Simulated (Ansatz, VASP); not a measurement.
# Ag: VASP beside Ansatz

File INCAR:

```
PREC     = Accurate       # precision mode
ENCUT    = 520            # plane-wave cutoff, eV
EDIFF    = 1E-6           # SCF threshold, eV
ISMEAR   = 0              # smearing method
SIGMA    = 0.15           # smearing width, eV
LREAL    = F              # projectors in reciprocal space
LASPH    = T              # aspherical terms in the spheres
NELM     = 100            # most SCF steps
ALGO     = Fast           # electronic algorithm
ISIF     = 2              # what is computed and relaxed
LWAVE    = F              # write WAVECAR
LCHARG   = T              # write CHGCAR
GGA      = PS             # functional
LELF     = T              # ELF
LVHAR    = T            
NBANDS   = 30             # bands
```

The input KPOINTS:

```
Automatic mesh
0
Gamma
  18 18 6
```

The input POSCAR:

```
Ag
1.0
    2.9140174710      0.0000000000      0.0000000000
   -1.4570087355      2.5236131569      0.0000000000
    0.0000000000      0.0000000000      9.4781297675
Ag
4
Direct
    0.3333333333      0.6666666667      0.2500000000
    0.6666666667      0.3333333333      0.7500000000
    0.0000000000      0.0000000000      0.0000000000
    0.0000000000      0.0000000000      0.5000000000
```

Input for Ansatz:

```yaml
crystal:
  lattice:
    - [2.914017471, 0.0, 0.0]
    - [-1.4570087355, 2.5236131569, 0.0]
    - [0.0, 0.0, 9.4781297675]
  atoms:
    - { symbol: Ag, position: [0.3333333333, 0.6666666667, 0.25] }
    - { symbol: Ag, position: [0.6666666667, 0.3333333333, 0.75] }
    - { symbol: Ag, position: [0.0, 0.0, 0.0] }
    - { symbol: Ag, position: [0.0, 0.0, 0.5] }
basis:
  ecutwfc: 420
kpoints:
  mp_grid: { grid: [18, 18, 6] }
hamiltonian:
  xc: pbesol
scf:
  occupations: { method: gaussian, width: 0.15 }
output:
  forces: true
  stress: true
  eigenvalues: true
```

Change from the starting cell: strain +0.015 along x and y, +0.015 along z, atoms carried along.

Alike in both runs: task single point; functional PBEsol; k mesh 18 × 18 × 6; occupations gaussian, width 0.15 eV; no spin polarisation.

```csv
,VASP,Ansatz
version,VASP 6.6.1,Ansatz 0.2.0
potentials or method,"VASP PAW PBE potentials, release 64 (Ag), cutoff 520 eV","scalar-relativistic, plane waves, PAW"
valence electrons in the cell,44,76
```

```tsv
	VASP	Ansatz	Ansatz less VASP
gap on the k mesh at the Fermi level (eV)	none	none	-
pressure (GPa)	-4.8	-4.6	+0.20
traceless stress, the component that is largest in VASP (GPa)	0.27	0.27	+0.004
```

VASP's potentials were made for PBE, not for PBEsol. A gap of «none» marks a metal or a gap that the smearing closes. VASP's potentials hold 44 valence electrons a cell and Ansatz's 76, so a difference there can come from the potentials and not from the codes.
